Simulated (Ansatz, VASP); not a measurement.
This is a calculation of TiB2 for Ansatz 0.2.0.

input.yaml

```yaml
crystal:
  lattice:
    - [3.0492615118, 0.0, 0.0]
    - [-1.5246307559, 2.640737932, 0.0]
    - [0.0, 0.0, 3.2497807555]
  atoms:
    - { symbol: Ti, position: [0.0, 0.0, 0.0] }
    - { symbol: B, position: [0.6666666667, 0.3333333333, 0.5] }
    - { symbol: B, position: [0.3333333333, 0.6666666667, 0.5] }
hamiltonian:
  xc: r2scan
  pseudopotentials: { kind: paw }
kpoints:
  mp_grid: { grid: [10, 10, 8] }
scf:
  occupations: { method: fermi_dirac, width: 0.05 }
output:
  forces: true
  stress: true
  eigenvalues: true
```

Potentials or basis: Ansatz PAW.

Run with:

```bash
$ ansatz run input.yaml --threads 2 --pin off --max-ram 5632MiB --backend cpu --events-out ev --progress --plain --runs-dir out
```

Task: Set up the same calculation for VASP 6.6.1. Potentials there: VASP PAW PBE potentials, release 64 (Ti_sv, B).

Result: As run (the cutoff follows the program's own potentials):

Contents of POSCAR:

```
TiB2
1.0
    3.0492615118      0.0000000000      0.0000000000
   -1.5246307559      2.6407379320      0.0000000000
    0.0000000000      0.0000000000      3.2497807555
Ti B
1 2
Direct
    0.0000000000      0.0000000000      0.0000000000
    0.6666666667      0.3333333333      0.5000000000
    0.3333333333      0.6666666667      0.5000000000
```

File INCAR.step1:

```
SYSTEM = TiB2
PREC     = Accurate       ! precision mode
ENCUT    = 520            ! plane-wave cutoff, eV
ISMEAR   = -1             ! smearing method
SIGMA    = 0.05           ! smearing width, eV
LREAL    = .False.        ! projectors in reciprocal space
LASPH    = .True.         ! aspherical terms in the spheres
NELM     = 60             ! most SCF steps
NBANDS   = 16             ! bands
GGA      = PE             ! functional
ALGO     = Normal         ! electronic algorithm
EDIFF    = 1E-4           ! SCF threshold, eV
LWAVE    = .True.         ! write WAVECAR
LCHARG   = .False.        ! write CHGCAR
```

Contents of INCAR.step2:

```
SYSTEM = TiB2
PREC     = Accurate       ! precision mode
ENCUT    = 520            ! plane-wave cutoff, eV
EDIFF    = 1E-6           ! SCF threshold, eV
ISMEAR   = -1             ! smearing method
SIGMA    = 0.05           ! smearing width, eV
LREAL    = .False.        ! projectors in reciprocal space
LASPH    = .True.         ! aspherical terms in the spheres
NELM     = 60             ! most SCF steps
ALGO     = Normal         ! electronic algorithm
ISIF     = 2              ! what is computed and relaxed
LWAVE    = .False.        ! write WAVECAR
LCHARG   = .False.        ! write CHGCAR
METAGGA  = R2SCAN         ! meta-GGA
LMIXTAU  = .True.       
NBANDS   = 16             ! bands
ISTART   = 1
```

Contents of KPOINTS:

```
Automatic mesh
0
Gamma
  10 10 8
  0 0 0
```

Potentials or basis: VASP PAW PBE potentials, release 64 (Ti_sv, B).

Run with:

```console
$ cat potpaw_PBE.64/Ti_sv/POTCAR potpaw_PBE.64/B/POTCAR > POTCAR
$ cp INCAR.step1 INCAR
$ mpirun -np 1 vasp_std > vasp.out
$ cp INCAR.step2 INCAR
$ mpirun -np 1 vasp_std > vasp.out
```

Both were run:

|  | VASP | Ansatz | Ansatz less VASP |
| --- | --- | --- | --- |
| gap on the k mesh at the Fermi level (eV) | none | none | - |
| pressure (GPa) | -5.3 | -6.1 | -0.77 |
| traceless stress, the component that is largest in VASP (GPa) | 1.16 | 1.09 | -0.074 |

VASP's potentials were made for PBE, not for r2SCAN. A gap of «none» marks a metal or a gap that the smearing closes.
